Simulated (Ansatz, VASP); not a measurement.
# SnO2: VASP beside Ansatz

```
Sn O
1.0
     4.72013    0.00000    0.00000
     0.00000    4.72063    0.00000
     0.00000    0.00000    3.18882
Sn O
2 4
Cartesian
  2.3396 2.3367 1.5944
  0.0205 -0.0237 0.0000
  1.5588 1.3430 0.0000
  4.0702 1.1929 1.5944
  0.8011 3.7031 1.5944
  3.0099 3.5534 0.0000
```

Change from the starting cell: mode 4 frozen in at +0.269 Å and mode 7 at -0.116 Å (largest displacements).

Alike in both runs: task single point; functional LDA; k mesh 6 × 6 × 8; occupations gaussian, width 0.05 eV; no spin polarisation.

|  | VASP | Ansatz |
| --- | --- | --- |
| version | VASP 6.6.1 | Ansatz 0.2.0 |
| potentials or method | VASP PAW LDA potentials, release 64 (Sn_d, O), cutoff 520 eV | scalar-relativistic, plane waves, PAW |
| valence electrons in the cell | 52 | 52 |

|  | VASP | Ansatz | Ansatz less VASP |
| --- | --- | --- | --- |
| gap on the k mesh at the Fermi level (eV) | 1.46 | 1.44 | -0.016 |
| least direct gap on the mesh (eV) | 1.57 | 1.56 | -0.012 |
| pressure (GPa) | -2.1 | -3.4 | -1.26 |
| traceless stress, the component that is largest in VASP (GPa) | -1.96 | -1.83 | +0.136 |
| rms of the force components (eV/Å) | 0.434 | 0.437 | +0.0024 |

Ansatz warns that its potentials were made for another functional, while VASP's fit it. LDA's correlation is that of Perdew and Zunger in VASP and of Perdew and Wang (1992) in Ansatz. Atom by atom the forces differ by 0.017 eV/Å (rms over components).
